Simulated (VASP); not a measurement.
# SnTe (I4/mmm) in VASP: a series of runs, part 2 of 2

VASP 6.6.1. The steps go on from the part before.

## Step 3: Single point, PBE (strain +0.000 along x and y, -0.040 along z)

The input, INCAR:

```
SYSTEM = SnTe
ALGO     = Normal         ! electronic algorithm
EDIFF    = 1E-6           ! SCF threshold, eV
ENCUT    = 520            ! plane-wave cutoff, eV
GGA      = PE             ! functional
ISIF     = 2              ! what is computed and relaxed
ISMEAR   = 0              ! smearing method
LASPH    = .TRUE.         ! aspherical terms in the spheres
LCHARG   = .TRUE.         ! write CHGCAR
LELF     = .TRUE.         ! ELF
LREAL    = .FALSE.        ! projectors in reciprocal space
LVHAR    = .TRUE.       
LWAVE    = .FALSE.        ! write WAVECAR
NBANDS   = 17             ! bands
NELM     = 100            ! most SCF steps
PREC     = Accurate       ! precision mode
SIGMA    = 0.03           ! smearing width, eV
```

The input, KPOINTS:

```
k-points
0
G
  10 10 10
  0 0 0
```

The input, POSCAR:

```
SnTe
1.0
    0.0000000000      3.1565000000      3.0302400000
    3.1565000000      0.0000000000      3.0302400000
    3.1565000000      3.1565000000      0.0000000000
Sn Te
1 1
Direct
    0.0000000000      0.0000000000      0.0000000000
    0.5000000000      0.5000000000      0.5000000000
```

Potentials or basis: VASP PAW PBE potentials, release 64 (Sn_d, Te).

Run with:

```bash
$ cat potpaw_PBE.64/Sn_d/POTCAR potpaw_PBE.64/Te/POTCAR > POTCAR
$ mpirun -np 1 vasp_std > vasp.out
```

OUTCAR:

```text
SYSTEM = SnTe
   EDIFF = 1E-6
   ENCUT = 520
   GGA = PE
   ISIF = 2
   ISMEAR = 0
   LASPH = .TRUE.
   LREAL = .FALSE.
   NELM = 100
   PREC = Accurate

 ion  position               nearest neighbor table
   1  0.000  0.000  0.000-   2 3.03   2 3.03   2 3.16   2 3.16   2 3.16   2 3.16
   2  0.500  0.500  0.500-   1 3.03   1 3.03   1 3.16   1 3.16   1 3.16   1 3.16

  LATTYP: Found a body centered tetragonal cell.
 ALAT       =     4.4639651096
 C/A-ratio  =     1.3576450199

  Lattice vectors:

 A1 = (   0.0000000000,  -3.1565000000,  -3.0302400000)
 A2 = (   0.0000000000,   3.1565000000,  -3.0302400000)
 A3 = (   3.1565000000,   0.0000000000,   3.0302400000)

Analysis of symmetry for initial positions (statically):
=====================================================================
 Subroutine PRICEL returns:
 Original cell was already a primitive cell.

 Routine SETGRP: Setting up the symmetry group for a
 body centered tetragonal supercell.

 Subroutine GETGRP returns: Found 16 space group operations
 (whereof 16 operations were pure point group operations)
 out of a pool of 16 trial point group operations.

The static configuration has the point symmetry D_4h.

Analysis of symmetry for dynamics (positions and initial velocities):
=====================================================================
 Subroutine PRICEL returns:
 Original cell was already a primitive cell.

 Routine SETGRP: Setting up the symmetry group for a
 body centered tetragonal supercell.

 Subroutine GETGRP returns: Found 16 space group operations
 (whereof 16 operations were pure point group operations)
 out of a pool of 16 trial point group operations.

The dynamic configuration has the point symmetry D_4h.

 Subroutine INISYM returns: Found 16 space group operations
 (whereof 16 operations are pure point group operations),
 and found     1 'primitive' translations

----------------------------------------------------------------------------------------

                                     Primitive cell

  volume of cell :      60.3835

  direct lattice vectors                    reciprocal lattice vectors
     0.000000000  3.156500000  3.030240000    -0.158403295  0.158403295  0.165003432
     3.156500000  0.000000000  3.030240000     0.158403295 -0.158403295  0.165003432
     3.156500000  3.156500000  0.000000000     0.158403295  0.158403295 -0.165003432

  length of vectors
     4.375596726  4.375596726  4.463965110     0.278225341  0.278225341  0.278225341

  position of ions in fractional coordinates (direct lattice)
     0.000000000  0.000000000  0.000000000
     0.500000000  0.500000000  0.500000000

  ion indices of the primitive-cell ions
   primitive index   ion index
                 1           1
                 2           2

----------------------------------------------------------------------------------------

 KPOINTS: k-points

Automatic generation of k-mesh.
 Grid dimensions read from file:
 generate k-points for:   10   10   10

 Generating k-lattice:

  Cartesian coordinates                     Fractional coordinates (reciprocal lattice)
    -0.015840329  0.015840329  0.016500343     0.100000000  0.000000000  0.000000000
     0.015840329 -0.015840329  0.016500343     0.000000000  0.100000000  0.000000000
     0.015840329  0.015840329 -0.016500343     0.000000000  0.000000000  0.100000000

  Length of vectors
     0.027822534  0.027822534  0.027822534

  Shift w.r.t. Gamma in fractional coordinates (k-lattice)
     0.000000000  0.000000000  0.000000000

 Subroutine IBZKPT returns following result:
 ===========================================

 Found    102 irreducible k-points:

 Following reciprocal coordinates:
            Coordinates               Weight
  0.000000  0.000000  0.000000      1.000000
  0.100000  0.000000  0.000000      8.000000
  0.200000  0.000000  0.000000      8.000000
  0.300000 -0.000000  0.000000      8.000000
  0.400000 -0.000000  0.000000      8.000000
  0.500000 -0.000000  0.000000      4.000000
[... 16 lines left out ...]
  0.300000  0.300000  0.000000      2.000000
  0.400000  0.300000  0.000000      8.000000
 [... further k-points ...]
   k-points           NKPTS =    102   k-points in BZ     NKDIM =    102   number of bands    NBANDS=     17
   number of dos      NEDOS =    301   number of ions     NIONS =      2
   total plane-waves  NPLWV =  46656
   dimension x,y,z NGX =    36 NGY =   36 NGZ =   36
   dimension x,y,z NGXF=    72 NGYF=   72 NGZF=   72
   ions per type =               1   1
   NGX,Y,Z   is equivalent  to a cutoff of  13.68, 13.68, 13.41 a.u.
   NGXF,Y,Z  is equivalent  to a cutoff of  27.36, 27.36, 26.81 a.u.
 SYSTEM =  SnTe
   PREC   = accura    normal or accurate (medium, high low for compatibility)
   ISTART =      0    job   : 0-new  1-cont  2-samecut
   ICHARG =      2    charge: 1-file 2-atom 10-const
   ISPIN  =      1    spin polarized calculation?
   LNONCOLLINEAR =      F non collinear calculations
   LSORBIT =      F    spin-orbit coupling
   LASPH  =      T    aspherical Exc in radial PAW
   ENCUT  =  520.0 eV  38.22 Ry    6.18 a.u.   8.14  8.14  8.30*2*pi/ulx,y,z
   NELM   =    100;   NELMIN=  2; NELMDL= -5     # of ELM steps
   EDIFF  = 0.1E-05   stopping-criterion for ELM
   LREAL  =      F    real-space projection
   EDIFFG = 0.1E-04   stopping-criterion for IOM
   NSW    =      0    number of steps for IOM
   IBRION =     -1    ionic relax: 0-MD 1-quasi-New 2-CG
   NFREE  =      0    steps in history (QN), initial steepest desc. (CG)
   ISIF   =      2    stress and relaxation
   ISYM   =      2    0-nonsym 1-usesym 2-fastsym
   POTIM  = 0.5000    time-step for ionic-motion
   TEBEG  =    0.0;   TEEND  =   0.0 temperature during run
   PSTRESS=    0.0 pullay stress
   NELECT =      20.0000    total number of electrons
   NUPDOWN=      -1.0000    fix difference up-down
   EMIN   =  10.00;   EMAX   =-10.00  energy-range for DOS
   EFERMI =   0.00;   METHOD = LEGACY
   ISMEAR =     0;   SIGMA  =   0.03  broadening in eV -4-tet -1-fermi 0-gaus
   EFERMI_NEDOS =   21; number of points for ismear=-14 and -15
   IALGO  =     38    algorithm
   IMIX   =      4    mixing-type and parameters
     AMIX     =   0.40;   BMIX     =  1.00
     AMIX_MAG =   1.60;   BMIX_MAG =  1.00
  volume/ion in A,a.u.               =      30.19       203.74
  Fermi-wavevector in a.u.,A,eV,Ry     =   1.132692  2.140478 17.456165  1.282992
  Thomas-Fermi vector in A             =   2.269394
   LORBIT       =      0    0 simple, 1 ext, 2 COOP (PROOUT), +10 PAW based schemes
   GGA     = PE    functional components
   LHFCALC =     F    Hartree Fock is set to
   AEXX    =    0.0000 exact exchange contribution
   IVDW    =     0    specifies the selected vdW correction
   LEPSILON=     F    determine dielectric tensor
   LRPA    =     F    only Hartree local field effects (RPA)
 non-spin polarized calculation
 Gauss-broadening in eV      SIGMA  =   0.03
  energy-cutoff  :      520.00
  volume of cell :       60.38
 maximum number of plane-waves:      1644
 NGX is ok and might be reduce to    36
   NGX = 17   NGY = 17   NGZ = 17

 number of electron      19.9999995 magnetization

 Free energy of the ion-electron system (eV)
  ---------------------------------------------------
  ext. energy  EPLUGINS =         0.00000000
  ---------------------------------------------------
  free energy    TOTEN  =        -7.46409812 eV

  energy without entropy =       -7.46409812  energy(sigma->0) =       -7.46409812

 E-fermi :   7.4566     XC(G=0):  -9.6520

 val. band max:        7.3350878802   @ k =   0.5000  -0.0000   0.0000
 cond. band min:       7.6275452461   @ k =   0.5000  -0.0000   0.0000
 fundamental gap:      0.2924573659
 Fermi energy:         7.4565717501

 k-point     1 :       0.0000    0.0000    0.0000
  band No.  band energies     occupation
      1     -14.5166      2.00000
      2     -14.5092      2.00000
      3     -14.5059      2.00000
      4     -14.4993      2.00000
      5     -14.4993      2.00000
      6      -5.6724      2.00000
[... 9 lines left out ...]
     16      12.2981      0.00000
     17      14.0213      0.00000

 k-point     2 :       0.1000    0.0000    0.0000
  band No.  band energies     occupation
      1     -14.5169      2.00000
      2     -14.5089      2.00000
      3     -14.5065      2.00000
      4     -14.4989      2.00000
      5     -14.4987      2.00000
      6      -5.5831      2.00000
[... 9 lines left out ...]
     16      12.4200      0.00000
     17      14.6406      0.00000
[... 421 lines left out ...]
 k-point    24 :       0.4000    0.3000    0.0000
  band No.  band energies     occupation
      1     -14.5234      2.00000
      2     -14.5126      2.00000
      3     -14.5122      2.00000
      4     -14.4890      2.00000
      5     -14.4886      2.00000
      6      -4.2908      2.00000
[... 9 lines left out ...]
     16      16.5283      0.00000
     17      17.3769      0.00000

 [... further k-points ...]
[... 5 lines left out ...]
  --------------------------------------------------------------------------------------
  -------------------------------------------------------------------------------------
  Total        0.8062232      0.8062232      3.4062930      0.0000000      0.0000000     -0.0000000
  in kB       21.3917981     21.3917981     90.3803407      0.0000000      0.0000000     -0.0000000
  external PRESSURE =      44.3879789 kB  Pullay stress =       0.0000000 kB

 VOLUME and BASIS-vectors are now :
 -----------------------------------------------------------------------------
  energy-cutoff  :      520.00
  volume of cell :       60.38
      direct lattice vectors                 reciprocal lattice vectors
     0.000000000  3.156500000  3.030240000    -0.158403295  0.158403295  0.165003432
     3.156500000  0.000000000  3.030240000     0.158403295 -0.158403295  0.165003432
     3.156500000  3.156500000  0.000000000     0.158403295  0.158403295 -0.165003432

 POSITION                                       TOTAL-FORCE (eV/Angst)
 -----------------------------------------------------------------------------------
      0.00000      0.00000      0.00000        -0.000000     -0.000000     -0.000000
      3.15650      3.15650      3.03024         0.000000      0.000000      0.000000
 -----------------------------------------------------------------------------------
    total drift:                               -0.000000      0.000000      0.000000

  FREE ENERGIE OF THE ION-ELECTRON SYSTEM (eV)
  ---------------------------------------------------
  free  energy   TOTEN  =        -7.4640981242 eV

  energy  without entropy=       -7.4640981242  energy(sigma->0) =       -7.46409812
```

Wall time 2 min (1 thread of AMD EPYC 7R43 (Zen 3), shared host); peak memory 0.24 GiB.

Results:

```
Free energy            : -7.4641 eV
Pressure               : 4.4 GPa
Band gap on the k mesh : 0.29 eV, direct
```

Caveat: the cell differs from its parent crystal (strain +0.000 along x and y, -0.040 along z); spin-orbit coupling is left out, which moves the levels of the heavy elements.

## Step 4: Single point, PBE (strain -0.040 along x and y, +0.080 along z)

The input, INCAR:

```
SYSTEM = SnTe
  ALGO = Normal
  EDIFF = 1E-7
  ENCUT = 520
  GGA = PE
  ISIF = 2
  ISMEAR = 0
  LASPH = .True.
  LCHARG = .False.
  LREAL = .False.
  LWAVE = .False.
  NBANDS = 17
  NELM = 60
  PREC = Accurate
  SIGMA = 0.03
```

The input, KPOINTS:

```
k-points
0
Gamma
  10 10 10
  0 0 0
```

The input, POSCAR:

```
SnTe
1.0
    0.0000000000      3.0302400000      3.4090200000
    3.0302400000      0.0000000000      3.4090200000
    3.0302400000      3.0302400000      0.0000000000
Sn Te
1 1
Direct
    0.0000000000      0.0000000000      0.0000000000
    0.5000000000      0.5000000000      0.5000000000
```

Run with:

```bash
$ cat potpaw_PBE.64/Sn_d/POTCAR potpaw_PBE.64/Te/POTCAR > POTCAR
$ mpirun -np 1 vasp_std > vasp.out
```

It took 98 s on 1 thread of AMD EPYC 7R43 (Zen 3), shared host; peak memory 0.23 GiB.

The run converged. Its results:

```
Free energy            : -7.3322 eV
Pressure               : 3.8 GPa
Band gap on the k mesh : zero (band 10 reaches 7.12 eV, above the bottom of band 11 at 6.90 eV)
```

Stress tensor (GPa, compression positive):
```
 8.01  0.00  0.00
 0.00  8.01  0.00
 0.00  0.00 -4.55
```

Levels at points of the mesh, in eV from the Fermi level:
```tsv
k point	band 8	band 9	band 10	band 11	band 12	band 13
(0.00, 0.00, 0.00)	-2.55	-2.55	-1.46	1.78	4.24	4.32
(0.50, 0.00, 0.00)	-2.05	-1.66	-0.31	0.35	0.56	0.60
(0.50, 0.50, 0.00)	-5.43	-3.59	-3.59	2.38	5.28	5.34
(0.50, 0.00, 0.50)	-5.71	-4.50	-3.19	2.13	3.41	6.34
```

Caveat: the cell differs from its parent crystal (strain -0.040 along x and y, +0.080 along z); spin-orbit coupling is left out, which moves the levels of the heavy elements.

## Step 5: Single point, PBE (strain +0.040 along x and y, -0.080 along z)

The input, INCAR:

```
SYSTEM = SnTe
ALGO = Normal
EDIFF = 1E-6
ENCUT = 520
GGA = PE
ISIF = 2
ISMEAR = 0
LASPH = .TRUE.
LCHARG = .FALSE.
LREAL = .FALSE.
LWAVE = .FALSE.
NBANDS = 17
NELM = 100
PREC = Accurate
SIGMA = 0.03
```

The input, KPOINTS:

```
k-points
0
G
  10 10 10
  0 0 0
```

The input, POSCAR:

```
SnTe
1.0
    0.0000000000      3.2827600000      2.9039800000
    3.2827600000      0.0000000000      2.9039800000
    3.2827600000      3.2827600000      0.0000000000
Sn Te
1 1
Direct
    0.0000000000      0.0000000000      0.0000000000
    0.5000000000      0.5000000000      0.5000000000
```

Run with:

```bash
$ cat potpaw_PBE.64/Sn_d/POTCAR potpaw_PBE.64/Te/POTCAR > POTCAR
$ mpirun -np 1 vasp_std > vasp.out
```

Wall time 2 min (1 thread of AMD EPYC 7R43 (Zen 3), shared host); peak memory 0.24 GiB.

It converged, with:

* Free energy: -7.2376 eV
* Pressure: 4.3 GPa
* Band gap on the k mesh: zero (filled and empty bands overlap)

Stress tensor (GPa, compression positive):
```
-2.26  0.00  0.00
 0.00 -2.26  0.00
 0.00  0.00 17.49
```

Levels at points of the mesh, in eV from the Fermi level:
```csv
k point,band 8,band 9,band 10,band 11,band 12,band 13
"(0.00, 0.00, 0.00)",-3.22,-1.81,-1.81,2.27,2.27,4.43
"(0.50, 0.00, 0.00)",-2.09,-1.93,-0.37,-0.01,0.37,0.93
"(0.50, 0.50, 0.00)",-5.90,-4.10,-4.10,1.85,4.55,4.55
"(0.50, 0.00, 0.50)",-5.65,-4.49,-3.03,2.25,3.40,5.71
```

Caveat: the cell differs from its parent crystal (strain +0.040 along x and y, -0.080 along z); spin-orbit coupling is left out, which moves the levels of the heavy elements.

## Step 6: The runs side by side

| cell | gap on the mesh (eV) | pressure (GPa) |
| --- | --- | --- |
| a = 4.289, b = 4.289, c = 4.464 Å, angles 58.6, 58.6, 62.7°, 2 atoms | none | 7.9 |
| a = 4.376, b = 4.376, c = 4.464 Å, angles 59.3, 59.3, 61.3°, 2 atoms | 0.29 | 4.4 |
| a = 4.561, b = 4.561, c = 4.285 Å, angles 62.0, 62.0, 56.0°, 2 atoms | none | 3.8 |
| a = 4.383, b = 4.383, c = 4.643 Å, angles 58.0, 58.0, 64.0°, 2 atoms | none | 4.3 |

Alike in all rows: task single point; level PBE; potentials or basis VASP PAW PBE potentials, release 64 (Sn_d, Te); no spin polarisation; k mesh 10 × 10 × 10; cutoff (eV) 520; smearing gaussian 0.03 eV.

Caveats: spin-orbit coupling is left out, which moves the levels of the heavy elements.

Total energies depend on the potentials used, so only differences within one code and one set of settings carry meaning.
